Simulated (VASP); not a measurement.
Here is a VASP 6.6.1 calculation.

The input POSCAR:

```
InP
1.0
    0.0000000000      2.7184966657      2.7184966657
    2.7184966657      0.0000000000      2.7184966657
    2.7184966657      2.7184966657      0.0000000000
In P
1 1
Direct
    0.0000000000      0.0000000000      0.0000000000
    0.5000000000      0.5000000000      0.5000000000
```

INCAR.step1

```
SYSTEM = InP
  PREC = Accurate
  ENCUT = 520
  EDIFF = 1E-5
  ISMEAR = -1
  SIGMA = 0.05
  LREAL = .FALSE.
  LASPH = .TRUE.
  NELM = 80
  ALGO = Normal
  ISIF = 2
  LWAVE = .TRUE.
  LCHARG = .FALSE.
  NBANDS = 16
  GGA = PE
```

Contents of INCAR.step2:

```
SYSTEM = InP
  PREC = Accurate
  ENCUT = 520
  EDIFF = 1E-6
  ISMEAR = -1
  SIGMA = 0.05
  LREAL = .FALSE.
  LASPH = .TRUE.
  NELM = 80
  ALGO = Normal
  ISIF = 2
  LWAVE = .FALSE.
  LCHARG = .FALSE.
  GGA = PS
  LHFCALC = .TRUE.
  AEXX = 0.25
  HFSCREEN = 0.207
  PRECFOCK = Normal
  NBANDS = 16
  ISTART = 1
```

Contents of KPOINTS:

```
Automatic mesh
0
G
  4 4 4
  0 0 0
```

Potentials or basis: VASP PAW PBE potentials, release 64 (In_d, P).

Run with:

```bash
$ cat potpaw_PBE.64/In_d/POTCAR potpaw_PBE.64/P/POTCAR > POTCAR
$ cp INCAR.step1 INCAR
$ mpirun -np 1 vasp_std > vasp.out
$ cp INCAR.step2 INCAR
$ mpirun -np 1 vasp_std > vasp.out
```

Problem. Predict the band gap on the k mesh.

Solution. Zero (bands 9 and 10 overlap by 2.57 eV).

Problem. Predict the pressure.

Solution. -0.1 GPa.

Caveat: the k points lie up to 0.50 Å⁻¹ apart, too coarse for converged energies and pressures of a metal; the PAW data sets were made with another functional, which shifts forces and pressure a little; spin-orbit coupling is left out, which moves the levels of the heavy elements.
